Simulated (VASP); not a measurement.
# Rh (C2/m) in VASP: a series of runs

The runs below take Rh through single point, with LDA.

Program: VASP 6.6.1. These are calculated values, not measurements. Logs are shortened: lines on timing, memory, paths and dates and some standing lists are left out, and cuts for length are marked.

**1. The cell of the first run**

Symmetry: C2/m, No. 12, monoclinic system. Conventional cell: a = 4.548 Å, b = 2.702 Å, c = 2.637 Å, α = 90.00°, β = 125.09°, γ = 90.00°. Rh (site symmetry 2/m) has 12 Rh at 2.64 to 2.70 Å within 3.5 Å.

**2. Single point, LDA**

Input file INCAR:

```
SYSTEM = Rh
PREC     = Accurate       ! precision mode
ENCUT    = 520            ! plane-wave cutoff, eV
EDIFF    = 1E-6           ! SCF threshold, eV
ISMEAR   = 0              ! smearing method
SIGMA    = 0.1            ! smearing width, eV
LREAL    = .False.        ! projectors in reciprocal space
LASPH    = .True.         ! aspherical terms in the spheres
NELM     = 60             ! most SCF steps
ALGO     = Fast           ! electronic algorithm
ISIF     = 2              ! what is computed and relaxed
LWAVE    = .False.        ! write WAVECAR
LCHARG   = .False.        ! write CHGCAR
GGA      = CA             ! functional
NBANDS   = 38             ! bands
```

Input file KPOINTS:

```
Automatic mesh
0
Gamma
  8 7 16
  0 0 0
```

Input file POSCAR:

```
Rh
1.0
    4.5481518712      0.0000000000      0.0000000000
    0.0000000000      5.4032718949      0.0000000000
   -1.5160506237      0.0000000000      2.1581878334
Rh
4
Direct
    0.0000000000      0.5000000000      0.0000000000
    0.5000000000      0.7500000000      0.0000000000
    0.0000000000      0.0000000000      0.0000000000
    0.5000000000      0.2500000000      0.0000000000
```

Potentials or basis: VASP PAW LDA potentials, release 64 (Rh_pv).

The run is started by

```
cat potpaw_LDA.64/Rh_pv/POTCAR > POTCAR
mpirun -np 1 vasp_std > vasp.out
```

OUTCAR:

```text
SYSTEM = Rh
   PREC = Accurate
   ENCUT = 520
   EDIFF = 1E-6
   ISMEAR = 0
   LREAL = .False.
   LASPH = .True.
   NELM = 60
   ISIF = 2
   GGA = CA

 ion  position               nearest neighbor table
   1  0.000  0.500  0.000-   2 2.65   4 2.65   2 2.65   4 2.65   2 2.66   4 2.66   2 2.66   4 2.66
                             3 2.70   3 2.70
   2  0.500  0.750  0.000-   1 2.65   3 2.65   1 2.65   3 2.65   1 2.66   3 2.66   1 2.66   3 2.66
                             4 2.70   4 2.70
   3  0.000  0.000  0.000-   2 2.65   4 2.65   2 2.65   4 2.65   2 2.66   4 2.66   2 2.66   4 2.66
                             1 2.70   1 2.70
   4  0.500  0.250  0.000-   1 2.65   3 2.65   1 2.65   3 2.65   1 2.66   3 2.66   1 2.66   3 2.66
                             2 2.70   2 2.70

  LATTYP: Found a simple monoclinic cell.
 ALAT       =     2.6374579083
 B/A-ratio  =     2.0486665884
 C/A-ratio  =     1.4111120394
 COS(beta)  =    -0.0062098629

  Lattice vectors:

 A1 = (  -1.5160506237,   0.0000000000,   2.1581878334)
 A2 = (   0.0000000000,   5.4032718949,   0.0000000000)
 A3 = (  -3.0321012475,   0.0000000000,  -2.1581878334)

Analysis of symmetry for initial positions (statically):
=====================================================================
 Subroutine PRICEL returns following result:

  LATTYP: Found a base centered monoclinic cell.
 ALAT       =     4.5481518712
 B/A-ratio  =     0.5940074175
 C/A-ratio  =     0.5798966224
 COS(beta)  =    -0.5748150971

  Lattice vectors:

 A1 = (   2.2740759356,  -1.3508179737,   0.0000000000)
 A2 = (   2.2740759356,   1.3508179737,   0.0000000000)
 A3 = (  -1.5160506237,   0.0000000000,   2.1581878334)

   4 primitive cells build up your supercell.

 Routine SETGRP: Setting up the symmetry group for a
 simple monoclinic supercell.

 Subroutine GETGRP returns: Found  4 space group operations
 (whereof  4 operations were pure point group operations)
 out of a pool of  4 trial point group operations.

The static configuration has the point symmetry C_2h.

Analysis of symmetry for dynamics (positions and initial velocities):
=====================================================================
 Subroutine PRICEL returns following result:

  LATTYP: Found a base centered monoclinic cell.
 ALAT       =     4.5481518712
 B/A-ratio  =     0.5940074175
 C/A-ratio  =     0.5798966224
 COS(beta)  =    -0.5748150971

  Lattice vectors:

 A1 = (   2.2740759356,  -1.3508179737,   0.0000000000)
 A2 = (   2.2740759356,   1.3508179737,   0.0000000000)
 A3 = (  -1.5160506237,   0.0000000000,   2.1581878334)

   4 primitive cells build up your supercell.

 Routine SETGRP: Setting up the symmetry group for a
 simple monoclinic supercell.

 Subroutine GETGRP returns: Found  4 space group operations
 (whereof  4 operations were pure point group operations)
 out of a pool of  4 trial point group operations.

The dynamic configuration has the point symmetry C_2h.

 Subroutine INISYM returns: Found  4 space group operations
 (whereof  4 operations are pure point group operations),
 and found     4 'primitive' translations

----------------------------------------------------------------------------------------

                                     Primitive cell

  volume of cell :      13.2593

  direct lattice vectors                    reciprocal lattice vectors
     2.274075936 -1.350817974  0.000000000     0.219869527 -0.370146096  0.154450566
     2.274075936  1.350817974  0.000000000     0.219869527  0.370146096  0.154450566
    -1.516050624  0.000000000  2.158187833     0.000000000  0.000000000  0.463351699

  length of vectors
     2.645019954  2.645019954  2.637457908     0.457390117  0.457390117  0.463351699

  position of ions in fractional coordinates (direct lattice)
     0.000000000  1.000000000  0.000000000

  ion indices of the primitive-cell ions
   primitive index   ion index
                 1           1

----------------------------------------------------------------------------------------

 KPOINTS: Automatic mesh

Automatic generation of k-mesh.
 Grid dimensions read from file:
 generate k-points for:    8    7   16

 Generating k-lattice:

  Cartesian coordinates                     Fractional coordinates (reciprocal lattice)
     0.027483691  0.000000000  0.019306321     0.125000000  0.000000000  0.000000000
     0.000000000  0.026439007  0.000000000     0.000000000  0.142857143  0.000000000
     0.000000000  0.000000000  0.028959481     0.000000000  0.000000000  0.062500000

  Length of vectors
     0.033587011  0.026439007  0.028959481

  Shift w.r.t. Gamma in fractional coordinates (k-lattice)
     0.000000000  0.000000000  0.000000000

 Subroutine IBZKPT returns following result:
 ===========================================

 Found    264 irreducible k-points:

 Following reciprocal coordinates:
            Coordinates               Weight
  0.000000  0.000000  0.000000      1.000000
  0.125000  0.000000  0.000000      2.000000
  0.250000  0.000000  0.000000      2.000000
  0.375000  0.000000  0.000000      2.000000
  0.500000  0.000000  0.000000      1.000000
  0.000000  0.142857  0.000000      2.000000
[... 16 lines left out ...]
  0.250000  0.000000  0.062500      2.000000
  0.375000  0.000000  0.062500      2.000000
 [... further k-points ...]
   k-points           NKPTS =    264   k-points in BZ     NKDIM =    264   number of bands    NBANDS=     38
   number of dos      NEDOS =    301   number of ions     NIONS =      4
   total plane-waves  NPLWV =  28800
   dimension x,y,z NGX =    36 NGY =   40 NGZ =   20
   dimension x,y,z NGXF=    72 NGYF=   80 NGZF=   40
   ions per type =               4
   NGX,Y,Z   is equivalent  to a cutoff of  13.16, 12.31, 12.61 a.u.
   NGXF,Y,Z  is equivalent  to a cutoff of  26.32, 24.61, 25.21 a.u.
 SYSTEM =  Rh
   PREC   = accura    normal or accurate (medium, high low for compatibility)
   ISTART =      0    job   : 0-new  1-cont  2-samecut
   ICHARG =      2    charge: 1-file 2-atom 10-const
   ISPIN  =      1    spin polarized calculation?
   LNONCOLLINEAR =      F non collinear calculations
   LSORBIT =      F    spin-orbit coupling
   LASPH  =      T    aspherical Exc in radial PAW
   ENCUT  =  520.0 eV  38.22 Ry    6.18 a.u.   8.46 10.05  4.90*2*pi/ulx,y,z
   NELM   =     60;   NELMIN=  2; NELMDL= -5     # of ELM steps
   EDIFF  = 0.1E-05   stopping-criterion for ELM
   LREAL  =      F    real-space projection
   EDIFFG = 0.1E-04   stopping-criterion for IOM
   NSW    =      0    number of steps for IOM
   IBRION =     -1    ionic relax: 0-MD 1-quasi-New 2-CG
   NFREE  =      0    steps in history (QN), initial steepest desc. (CG)
   ISIF   =      2    stress and relaxation
   ISYM   =      2    0-nonsym 1-usesym 2-fastsym
   POTIM  = 0.5000    time-step for ionic-motion
   TEBEG  =    0.0;   TEEND  =   0.0 temperature during run
   PSTRESS=    0.0 pullay stress
   NELECT =      60.0000    total number of electrons
   NUPDOWN=      -1.0000    fix difference up-down
   EMIN   =  10.00;   EMAX   =-10.00  energy-range for DOS
   EFERMI =   0.00;   METHOD = LEGACY
   ISMEAR =     0;   SIGMA  =   0.10  broadening in eV -4-tet -1-fermi 0-gaus
   EFERMI_NEDOS =   21; number of points for ismear=-14 and -15
   IALGO  =     68    algorithm
   IMIX   =      4    mixing-type and parameters
     AMIX     =   0.40;   BMIX     =  1.00
     AMIX_MAG =   1.60;   BMIX_MAG =  1.00
  volume/ion in A,a.u.               =      13.26        89.48
  Fermi-wavevector in a.u.,A,eV,Ry     =   1.705814  3.223520 39.590233  2.909800
  Thomas-Fermi vector in A             =   2.784965
   LORBIT       =      0    0 simple, 1 ext, 2 COOP (PROOUT), +10 PAW based schemes
   GGA     = CA    functional components
   LHFCALC =     F    Hartree Fock is set to
   AEXX    =    0.0000 exact exchange contribution
   IVDW    =     0    specifies the selected vdW correction
   LEPSILON=     F    determine dielectric tensor
   LRPA    =     F    only Hartree local field effects (RPA)
 non-spin polarized calculation
 RMM-DIIS sequential band-by-band and
 Gauss-broadening in eV      SIGMA  =   0.10
  energy-cutoff  :      520.00
  volume of cell :       53.04
 maximum number of plane-waves:      1454
 NGX is ok and might be reduce to    36
   NGX = 17   NGY = 21   NGZ =  9

 number of electron      60.0000023 magnetization

 Free energy of the ion-electron system (eV)
  ---------------------------------------------------
  ext. energy  EPLUGINS =         0.00000000
  ---------------------------------------------------
  free energy    TOTEN  =       -34.72304753 eV

  energy without entropy =      -34.69806307  energy(sigma->0) =      -34.71055530

 E-fermi :  12.3902     XC(G=0): -14.5829

 val. band max:       12.3887959292   @ k =   0.2500   0.2857   0.3750
 cond. band min:      12.3903141475   @ k =  -0.3750   0.1429   0.3125
 fundamental gap:      0.0015182183
 Fermi energy:        12.3901514259

 k-point     1 :       0.0000    0.0000    0.0000
  band No.  band energies     occupation
      1     -34.6233      2.00000
      2     -34.3897      2.00000
      3     -34.3897      2.00000
      4     -34.1923      2.00000
      5     -34.1923      2.00000
      6     -34.1711      2.00000
[... 30 lines left out ...]
     37      25.1863      0.00000
     38      25.3923      0.00000

 k-point     2 :       0.1250    0.0000    0.0000
  band No.  band energies     occupation
      1     -34.5952      2.00000
      2     -34.4585      2.00000
      3     -34.4585      2.00000
      4     -34.1585      2.00000
      5     -34.1269      2.00000
      6     -34.1228      2.00000
[... 30 lines left out ...]
     37      24.3107      0.00000
     38      24.3107      0.00000

 k-point     3 :       0.2500    0.0000    0.0000
  band No.  band energies     occupation
      1     -34.5595      2.00000
      2     -34.5595      2.00000
      3     -34.5144      2.00000
      4     -34.1227      2.00000
      5     -34.0937      2.00000
      6     -34.0204      2.00000
[... 30 lines left out ...]
     37      22.5942      0.00000
     38      22.5942      0.00000

 k-point     4 :       0.3750    0.0000    0.0000
  band No.  band energies     occupation
      1     -34.6315      2.00000
      2     -34.6315      2.00000
      3     -34.3907      2.00000
      4     -34.0857      2.00000
      5     -34.0689      2.00000
      6     -34.0438      2.00000
[... 30 lines left out ...]
     37      21.5275      0.00000
     38      21.5275      0.00000
[... 703 lines left out ...]
      4     -34.1395      2.00000
      5     -34.1240      2.00000
      6     -34.0783      2.00000
[... 30 lines left out ...]
     37      23.3817      0.00000
     38      23.3817      0.00000

 k-point    23 :       0.2500    0.0000    0.0625
  band No.  band energies     occupation
      1     -34.5928      2.00000
      2     -34.5928      2.00000
      3     -34.4633      2.00000
      4     -34.0949      2.00000
      5     -34.0765      2.00000
      6     -34.0408      2.00000
[... 30 lines left out ...]
     37      21.9529      0.00000
     38      21.9529      0.00000

 k-point    24 :       0.3750    0.0000    0.0625
  band No.  band energies     occupation
      1     -34.6421      2.00000
      2     -34.6421      2.00000
      3     -34.3337      2.00000
      4     -34.1796      2.00000
      5     -34.0362      2.00000
      6     -34.0152      2.00000
[... 30 lines left out ...]
     37      21.2417      0.00000
     38      21.2417      0.00000

 [... further k-points ...]
[... 5 lines left out ...]
  --------------------------------------------------------------------------------------
  -------------------------------------------------------------------------------------
  Total        1.5077827     -1.9815415      0.8018795      0.0000000      0.0000000     -0.4026213
  in kB       45.5478950    -59.8594519     24.2236005      0.0000000      0.0000000    -12.1625955
  external PRESSURE =       3.3040145 kB  Pullay stress =       0.0000000 kB

 VOLUME and BASIS-vectors are now :
 -----------------------------------------------------------------------------
  energy-cutoff  :      520.00
  volume of cell :       53.04
      direct lattice vectors                 reciprocal lattice vectors
     4.548151871  0.000000000  0.000000000     0.219869527  0.000000000  0.154450566
     0.000000000  5.403271895  0.000000000     0.000000000  0.185073048  0.000000000
    -1.516050624  0.000000000  2.158187833     0.000000000  0.000000000  0.463351699

 POSITION                                       TOTAL-FORCE (eV/Angst)
 -----------------------------------------------------------------------------------
      0.00000      2.70164      0.00000        -0.000000     -0.000000      0.000000
      2.27408      4.05245      0.00000        -0.000000      0.000000     -0.000000
      0.00000      0.00000      0.00000         0.000000     -0.000000     -0.000000
      2.27408      1.35082      0.00000         0.000000      0.000000     -0.000000
 -----------------------------------------------------------------------------------
    total drift:                                0.000000      0.000000     -0.000000

  FREE ENERGIE OF THE ION-ELECTRON SYSTEM (eV)
  ---------------------------------------------------
  free  energy   TOTEN  =       -34.7230475291 eV

  energy  without entropy=      -34.6980630691  energy(sigma->0) =      -34.71055530
```

Run time: 3.2 min. Hardware: 1 thread of Intel Xeon 6975P-C (Granite Rapids), shared host; peak memory 0.43 GiB.

What came out:

| Property | Result |
| --- | --- |
| Free energy | -34.7230 eV |
| Pressure | 0.3 GPa |
| Band gap on the k mesh | zero (band 30 reaches 13.40 eV, above the bottom of band 31 at 11.33 eV) |

**3. Single point, LDA**

This run uses another cell than the first one, of 13.29 Å³/atom, 1.002 times its volume.

Input file INCAR:

```
PREC     = Accurate       # precision mode
ENCUT    = 520            # plane-wave cutoff, eV
EDIFF    = 1E-6           # SCF threshold, eV
ISMEAR   = 0              # smearing method
SIGMA    = 0.1            # smearing width, eV
LREAL    = F              # projectors in reciprocal space
LASPH    = T              # aspherical terms in the spheres
NELM     = 80             # most SCF steps
ALGO     = Fast           # electronic algorithm
ISIF     = 2              # what is computed and relaxed
LWAVE    = F              # write WAVECAR
LCHARG   = T              # write CHGCAR
GGA      = CA             # functional
LELF     = T              # ELF
LVHAR    = T            
NBANDS   = 38             # bands
```

Input file KPOINTS:

```
regular mesh
0
Gamma
  8 7 16
```

Changes to POSCAR since step 2:

```diff
@@ -2,5 +2,5 @@
 1.0
-    4.5481518712      0.0000000000      0.0000000000
+    4.5481232849      0.0000000000     -0.0161253971
     0.0000000000      5.4032718949      0.0000000000
-   -1.5160506237      0.0000000000      2.1581878334
+   -1.5236929142      0.0000000000      2.1685595322
 Rh
```

Potentials or basis: VASP PAW LDA potentials, release 64 (Rh_pv).

The run is started by

```
cat potpaw_LDA.64/Rh_pv/POTCAR > POTCAR
mpirun -np 1 vasp_std > vasp.out
```

It took 4.7 min on 1 thread of Intel Xeon 6975P-C (Granite Rapids), shared host; peak memory 0.43 GiB.

The run converged. Its results:

* Free energy: -34.7258 eV
* Pressure: -0.4 GPa
* Band gap on the k mesh: zero (band 30 reaches 13.32 eV, above the bottom of band 31 at 11.30 eV)

Stress tensor (GPa, compression positive):
```
 3.84  0.00 -0.02
 0.00 -6.08  0.00
-0.02  0.00  0.96
```

Levels at points of the mesh, in eV from the Fermi level:
| k point | band 28 | band 29 | band 30 | band 31 | band 32 | band 33 |
| --- | --- | --- | --- | --- | --- | --- |
| (0.00, 0.00, 0.00) | -1.17 | -1.16 | -0.89 | 0.60 | 1.06 | 1.08 |
| (0.50, 0.00, 0.00) | -1.53 | -0.34 | -0.34 | 0.48 | 0.48 | 0.57 |
| (0.00, 0.00, 0.50) | 0.65 | 0.65 | 0.67 | 0.72 | 0.81 | 0.96 |
| (0.50, 0.00, 0.50) | 0.59 | 0.98 | 0.98 | 1.15 | 1.15 | 3.12 |
